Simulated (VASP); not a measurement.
# HfB2 (P6/mmm) in VASP: further runs

Aim: see how the results for HfB2 move with the level of theory and the settings. Levels: PBE, PBE+D3(BJ). Tasks: relaxation of cell and atoms.

All numbers are computed with VASP 6.6.1; they aren't measurements. Logs are shortened: lines on timing, memory, paths and dates and some standing lists are left out, and cuts for length are marked.

## Step 1: The cell of the first run

Symmetry: P6/mmm, No. 191, hexagonal system. The conventional cell has a = 3.140 Å, b = 3.140 Å, c = 3.480 Å, α = 90.00°, β = 90.00°, γ = 120.00°. Hf (site symmetry 6/mmm) has 12 B at 2.51 Å and 6 Hf at 3.14 Å within 3.3 Å. B (site symmetry -6m2) has 3 B at 1.81 Å within 2.4 Å.

## Step 2: Relaxation of cell and atoms, PBE

Contents of INCAR:

```
SYSTEM = HfB2
  PREC = Accurate
  ENCUT = 600
  EDIFF = 1E-7
  ISMEAR = -1
  SIGMA = 0.1
  LREAL = .False.
  LASPH = .True.
  NELM = 100
  ALGO = Normal
  ISIF = 3
  LWAVE = .False.
  LCHARG = .False.
  GGA = PE
  IBRION = 2
  NSW = 80
  EDIFFG = -0.03
```

Contents of KPOINTS:

```
Automatic mesh
0
Gamma
  12 12 10
  0 0 0
```

Contents of POSCAR:

```
HfB2
1.0
    3.1400000000      0.0000000000      0.0000000000
   -1.5700000000      2.7193197700      0.0000000000
    0.0000000000      0.0000000000      3.4800000000
Hf B
1 2
Direct
    0.0000000000      0.0000000000      0.0000000000
    0.3333333339      0.6666666679      0.5000000000
    0.6666666661      0.3333333321      0.5000000000
```

Potentials or basis: VASP PAW PBE potentials, release 64 (Hf_pv, B).

Run with:

```
cat potpaw_PBE.64/Hf_pv/POTCAR potpaw_PBE.64/B/POTCAR > POTCAR
mpirun -np 1 vasp_std > vasp.out
```

OUTCAR:

```text
SYSTEM = HfB2
   PREC = Accurate
   ENCUT = 600
   EDIFF = 1E-7
   ISMEAR = -1
   LREAL = .False.
   LASPH = .True.
   NELM = 100
   ISIF = 3
   GGA = PE
   IBRION = 2
   NSW = 80
   EDIFFG = -0.03

 ion  position               nearest neighbor table
   1  0.000  0.000  0.000-   2 2.51   3 2.51   2 2.51   3 2.51   3 2.51   3 2.51   2 2.51   2 2.51
                             3 2.51   3 2.51   2 2.51   2 2.51
   2  0.333  0.667  0.500-   3 1.81   3 1.81   3 1.81   1 2.51   1 2.51   1 2.51   1 2.51   1 2.51
                             1 2.51
   3  0.667  0.333  0.500-   2 1.81   2 1.81   2 1.81   1 2.51   1 2.51   1 2.51   1 2.51   1 2.51
                             1 2.51

  LATTYP: Found a hexagonal cell.
 ALAT       =     3.1400000000
 C/A-ratio  =     1.1082802548

  Lattice vectors:

 A1 = (   3.1400000000,   0.0000000000,   0.0000000000)
 A2 = (  -1.5700000000,   2.7193197700,   0.0000000000)
 A3 = (   0.0000000000,   0.0000000000,   3.4800000000)

Analysis of symmetry for initial positions (statically):
=====================================================================
 Subroutine PRICEL returns:
 Original cell was already a primitive cell.

 Routine SETGRP: Setting up the symmetry group for a
 hexagonal supercell.

 Subroutine GETGRP returns: Found 24 space group operations
 (whereof 24 operations were pure point group operations)
 out of a pool of 24 trial point group operations.

The static configuration has the point symmetry D_6h.

Analysis of symmetry for dynamics (positions and initial velocities):
=====================================================================
 Subroutine PRICEL returns:
 Original cell was already a primitive cell.

 Routine SETGRP: Setting up the symmetry group for a
 hexagonal supercell.

 Subroutine GETGRP returns: Found 24 space group operations
 (whereof 24 operations were pure point group operations)
 out of a pool of 24 trial point group operations.

The dynamic configuration has the point symmetry D_6h.

 Subroutine INISYM returns: Found 24 space group operations
 (whereof 24 operations are pure point group operations),
 and found     1 'primitive' translations

----------------------------------------------------------------------------------------

                                     Primitive cell

  volume of cell :      29.7146

  direct lattice vectors                    reciprocal lattice vectors
     3.140000000  0.000000000  0.000000000     0.318471338  0.183869512  0.000000000
    -1.570000000  2.719319770  0.000000000     0.000000000  0.367739025  0.000000000
     0.000000000  0.000000000  3.480000000     0.000000000  0.000000000  0.287356322

  length of vectors
     3.140000000  3.140000002  3.480000000     0.367739025  0.367739025  0.287356322

  position of ions in fractional coordinates (direct lattice)
     0.000000000  0.000000000  0.000000000
     0.333333334  0.666666668  0.500000000
     0.666666666  0.333333332  0.500000000

  ion indices of the primitive-cell ions
   primitive index   ion index
                 1           1
                 2           2
                 3           3

----------------------------------------------------------------------------------------

 KPOINTS: Automatic mesh

Automatic generation of k-mesh.
 Grid dimensions read from file:
 generate k-points for:   12   12   10

 Generating k-lattice:

  Cartesian coordinates                     Fractional coordinates (reciprocal lattice)
     0.026539278  0.015322459  0.000000000     0.083333333 -0.000000000  0.000000000
     0.000000000  0.030644919  0.000000000     0.000000000  0.083333333  0.000000000
     0.000000000  0.000000000  0.028735632     0.000000000  0.000000000  0.100000000

  Length of vectors
     0.030644919  0.030644919  0.028735632

  Shift w.r.t. Gamma in fractional coordinates (k-lattice)
     0.000000000  0.000000000  0.000000000

 Subroutine IBZKPT returns following result:
 ===========================================

 Found    114 irreducible k-points:

 Following reciprocal coordinates:
            Coordinates               Weight
  0.000000  0.000000  0.000000      1.000000
  0.083333  0.000000  0.000000      6.000000
  0.166667  0.000000  0.000000      6.000000
  0.250000  0.000000  0.000000      6.000000
  0.333333  0.000000  0.000000      6.000000
  0.416667  0.000000  0.000000      6.000000
[... 16 lines left out ...]
  0.250000  0.000000  0.100000     12.000000
  0.333333  0.000000  0.100000     12.000000
 [... further k-points ...]
   k-points           NKPTS =    114   k-points in BZ     NKDIM =    114   number of bands    NBANDS=     12
   number of dos      NEDOS =    301   number of ions     NIONS =      3
   total plane-waves  NPLWV =  21952
   dimension x,y,z NGX =    28 NGY =   28 NGZ =   28
   dimension x,y,z NGXF=    56 NGYF=   56 NGZF=   56
   ions per type =               1   2
   NGX,Y,Z   is equivalent  to a cutoff of  14.82, 14.82, 13.38 a.u.
   NGXF,Y,Z  is equivalent  to a cutoff of  29.65, 29.65, 26.75 a.u.
 SYSTEM =  HfB2
   PREC   = accura    normal or accurate (medium, high low for compatibility)
   ISTART =      0    job   : 0-new  1-cont  2-samecut
   ICHARG =      2    charge: 1-file 2-atom 10-const
   ISPIN  =      1    spin polarized calculation?
   LNONCOLLINEAR =      F non collinear calculations
   LSORBIT =      F    spin-orbit coupling
   LASPH  =      T    aspherical Exc in radial PAW
   ENCUT  =  600.0 eV  44.10 Ry    6.64 a.u.   6.27  6.27  6.95*2*pi/ulx,y,z
   NELM   =    100;   NELMIN=  2; NELMDL= -5     # of ELM steps
   EDIFF  = 0.1E-06   stopping-criterion for ELM
   LREAL  =      F    real-space projection
   EDIFFG = -.3E-01   stopping-criterion for IOM
   NSW    =     80    number of steps for IOM
   IBRION =      2    ionic relax: 0-MD 1-quasi-New 2-CG
   NFREE  =      1    steps in history (QN), initial steepest desc. (CG)
   ISIF   =      3    stress and relaxation
   ISYM   =      2    0-nonsym 1-usesym 2-fastsym
   POTIM  = 0.5000    time-step for ionic-motion
   TEBEG  =    0.0;   TEEND  =   0.0 temperature during run
   PSTRESS=    0.0 pullay stress
   NELECT =      16.0000    total number of electrons
   NUPDOWN=      -1.0000    fix difference up-down
   EMIN   =  10.00;   EMAX   =-10.00  energy-range for DOS
   EFERMI =   0.00;   METHOD = LEGACY
   ISMEAR =    -1;   SIGMA  =   0.10  broadening in eV -4-tet -1-fermi 0-gaus
   EFERMI_NEDOS =   21; number of points for ismear=-14 and -15
   IALGO  =     38    algorithm
   IMIX   =      4    mixing-type and parameters
     AMIX     =   0.40;   BMIX     =  1.00
     AMIX_MAG =   1.60;   BMIX_MAG =  1.00
  volume/ion in A,a.u.               =       9.90        66.84
  Fermi-wavevector in a.u.,A,eV,Ry     =   1.331860  2.516850 24.134693  1.773850
  Thomas-Fermi vector in A             =   2.460838
   LORBIT       =      0    0 simple, 1 ext, 2 COOP (PROOUT), +10 PAW based schemes
   GGA     = PE    functional components
   LHFCALC =     F    Hartree Fock is set to
   AEXX    =    0.0000 exact exchange contribution
   IVDW    =     0    specifies the selected vdW correction
   LEPSILON=     F    determine dielectric tensor
   LRPA    =     F    only Hartree local field effects (RPA)
 conjugate gradient relaxation of ions
 non-spin polarized calculation
  energy-cutoff  :      600.00
  volume of cell :       29.71
 maximum number of plane-waves:      1010
 NGX is ok and might be reduce to    28
   NGX = 13   NGY = 13   NGZ = 13

--------------------------------------- Ionic step        1  -------------------------------------------

 number of electron      15.9999999 magnetization

 Free energy of the ion-electron system (eV)
  ---------------------------------------------------
  ext. energy  EPLUGINS =         0.00000000
  ---------------------------------------------------
  free energy    TOTEN  =       -26.40880621 eV

  energy without entropy =      -26.40033325  energy(sigma->0) =      -26.40456973

------------------------ aborting loop because EDIFF is reached ----------------------------------------

  FORCE on cell =-STRESS in cart. coord.  units (eV):
  Direction    XX          YY          ZZ          XY          YZ          ZX
  --------------------------------------------------------------------------------------
  -------------------------------------------------------------------------------------
  Total        0.1653511      0.1653511      0.2132393      0.0000000     -0.0000000     -0.0000000
  in kB        8.9155562      8.9155562     11.4976393      0.0000000     -0.0000000     -0.0000000
  external PRESSURE =       9.7762506 kB  Pullay stress =       0.0000000 kB
[... 59 lines left out ...]
  energy  without entropy=      -26.4000804978  energy(sigma->0) =      -26.40434319

--------------------------------------- Ionic step        3  -------------------------------------------

 number of electron      15.9999999 magnetization

 Free energy of the ion-electron system (eV)
  ---------------------------------------------------
  ext. energy  EPLUGINS =         0.00000000
  ---------------------------------------------------
  free energy    TOTEN  =       -26.40915894 eV

  energy without entropy =      -26.40066295  energy(sigma->0) =      -26.40491095

 E-fermi :   7.7275     XC(G=0): -12.5784

 val. band max:        7.6065770763   @ k =   0.1667   0.1667   0.2000
 cond. band min:       7.7928234534   @ k =   0.0833   0.0833   0.3000
 fundamental gap:      0.1862463771
 Fermi energy:         7.7274653193

 k-point     1 :       0.0000    0.0000    0.0000
  band No.  band energies     occupation
      1     -23.0087      2.00000
      2     -22.5161      2.00000
      3     -22.5161      2.00000
      4      -6.0912      2.00000
      5       4.6437      2.00000
      6       4.7532      2.00000
      7       4.7532      2.00000
      8       4.8550      2.00000
      9      11.6457      0.00000
     10      11.6457      0.00000
     11      12.2762      0.00000
     12      12.2762      0.00000
[... 331 lines left out ...]
 k-point    24 :       0.3333    0.0000    0.1000
  band No.  band energies     occupation
      1     -23.0843      2.00000
      2     -22.9339      2.00000
      3     -22.6448      2.00000
      4      -3.8719      2.00000
      5       0.7165      2.00000
      6       3.7388      2.00000
      7       4.2584      2.00000
      8       5.2438      2.00000
      9       9.8671      0.00000
     10      10.6651      0.00000
     11      11.0734      0.00000
     12      12.5311      0.00000

 [... further k-points ...]
[... 5 lines left out ...]
  --------------------------------------------------------------------------------------
  -------------------------------------------------------------------------------------
  Total       -0.0145645     -0.0145645      0.0301866      0.0000000     -0.0000000     -0.0000000
  in kB       -0.7822773     -0.7822773      1.6213613      0.0000000     -0.0000000     -0.0000000
  external PRESSURE =       0.0189356 kB  Pullay stress =       0.0000000 kB
[... 18 lines left out ...]
  FREE ENERGIE OF THE ION-ELECTRON SYSTEM (eV)
  ---------------------------------------------------
  free  energy   TOTEN  =       -26.4091589434 eV

  energy  without entropy=      -26.4006629527  energy(sigma->0) =      -26.40491095

 reached required accuracy - stopping structural energy minimisation
```

It took 88 s on 1 thread of Intel Xeon Platinum 8488C (Sapphire Rapids), shared host; peak memory 0.21 GiB.

What came out:

* Free energy: -26.4092 eV
* Relaxed volume: 9.94 Å³/atom
* Relaxed cell: a = 3.144 Å, b = 3.144 Å, c = 3.485 Å, α = 90.00°, β = 90.00°, γ = 120.00°
* Space group after relaxing (to 0.05 Å): P6/mmm (No. 191)
* Energy gained by relaxing: 0.1 meV/atom
* Ionic steps: 3
* Pressure after relaxing: 0.0 GPa
* Band gap on the k mesh: zero (band 8 reaches 8.37 eV, above the bottom of band 9 at 7.06 eV)

Stress tensor (GPa, compression positive):
```
-0.08  0.00  0.00
 0.00 -0.08  0.00
 0.00  0.00  0.16
```

The path:
```tsv
step	energy change (eV)	largest force (eV/Å)	pressure (GPa)	volume (Å³)
1	0.0000	0.0000	0.98	29.71
2	0.0002	0.0000	-1.22	29.98
3	-0.0004	0.0000	0.00	29.83
```

Final structure:
```xyz
3
Lattice="3.1437 0.0000 0.0000 -1.5718 2.7225 0.0000 0.0000 0.0000 3.4853" Properties=species:S:1:pos:R:3 pbc="T T T"
Hf    0.0000    0.0000    0.0000
B     0.0000    1.8150    1.7426
B     1.5718    0.9075    1.7426
```

Levels at points of the mesh, in eV from the Fermi level:
```csv
k point,band 5,band 6,band 7,band 8,band 9,band 10,band 11,band 12
"(0.00, 0.00, 0.00)",-3.08,-2.97,-2.97,-2.87,3.92,3.92,4.55,4.55
"(0.50, 0.00, 0.00)",-9.14,-4.20,-3.52,-2.94,2.01,2.63,5.46,5.61
"(0.00, 0.00, 0.50)",-8.44,-1.28,-1.28,0.23,0.23,0.91,0.91,2.13
"(0.50, 0.00, 0.50)",-7.59,-5.04,-4.78,-2.77,3.89,4.04,6.14,7.06
```

Caveat: spin-orbit coupling is left out, which moves the levels of the heavy elements.

## Step 3: Relaxation of cell and atoms, PBE+D3(BJ)

Contents of INCAR:

```
PREC = Accurate ; ENCUT = 600
EDIFF = 1E-6 ; ISMEAR = -1
SIGMA = 0.1 ; LREAL = F
LASPH = T ; NELM = 80
ALGO = Normal ; ISIF = 3
LWAVE = F ; LCHARG = F
GGA = PE ; IVDW = 12
IBRION = 2 ; NSW = 80
EDIFFG = -0.03
```

Contents of KPOINTS:

```
regular mesh
0
Gamma
  12 12 10
```

POSCAR is that of step 2.

Potentials or basis: VASP PAW PBE potentials, release 64 (Hf_pv, B).

Run with:

```
cat potpaw_PBE.64/Hf_pv/POTCAR potpaw_PBE.64/B/POTCAR > POTCAR
mpirun -np 1 vasp_std > vasp.out
```

It took 88 s on 1 thread of Intel Xeon Platinum 8488C (Sapphire Rapids), shared host; peak memory 0.21 GiB.

It converged, with:

| Item | Value |
| --- | --- |
| Free energy | -27.5031 eV |
| Relaxed volume | 9.71 Å³/atom |
| Relaxed cell | a = 3.119 Å, b = 3.119 Å, c = 3.459 Å, α = 90.00°, β = 90.00°, γ = 120.00° |
| Space group after relaxing (to 0.05 Å) | P6/mmm (No. 191) |
| Energy gained by relaxing | 3.1 meV/atom |
| Ionic steps | 3 |
| Pressure after relaxing | 0.0 GPa |
| Band gap on the k mesh | zero (band 8 reaches 8.57 eV, above the bottom of band 9 at 7.24 eV) |
| Dispersion energy per atom | -0.369 eV |

Stress tensor (GPa, compression positive):
```
 0.08  0.00  0.00
 0.00  0.08  0.00
 0.00  0.00 -0.23
```

The path:
```csv
step,energy change (eV),largest force (eV/Å),pressure (GPa),volume (Å³)
1,0.0000,0.0000,-5.02,29.71
2,0.0069,0.0000,7.14,28.40
3,-0.0092,0.0000,-0.02,29.14
```

Final structure:
```
Hf B
1.0
     3.11897    0.00000    0.00000
    -1.55949    2.70111    0.00000
     0.00000    0.00000    3.45884
Hf B
1 2
Direct
  0.00000 0.00000 0.00000
  0.33333 0.66667 0.50000
  0.66667 0.33333 0.50000
```

Levels at points of the mesh, in eV from the Fermi level:
```
           k point  band 4  band 5  band 6  band 7  band 8  band 9  band 10  band 11  band 12
(0.00, 0.00, 0.00)  -13.96   -3.15   -3.02   -3.02   -2.87    4.04     4.04     4.67     4.67
(0.50, 0.00, 0.00)   -9.96   -9.16   -4.29   -3.55   -3.01    2.06     2.70     5.64     5.78
(0.00, 0.00, 0.50)  -11.47   -8.53   -1.29   -1.29    0.24    0.24     0.93     0.93     2.18
(0.50, 0.00, 0.50)  -10.53   -7.63   -5.13   -4.87   -2.72    4.03     4.17     6.33     7.29
```

Caveat: spin-orbit coupling is left out, which moves the levels of the heavy elements; pairwise dispersion overbinds metals, which lowers pressure and volume.
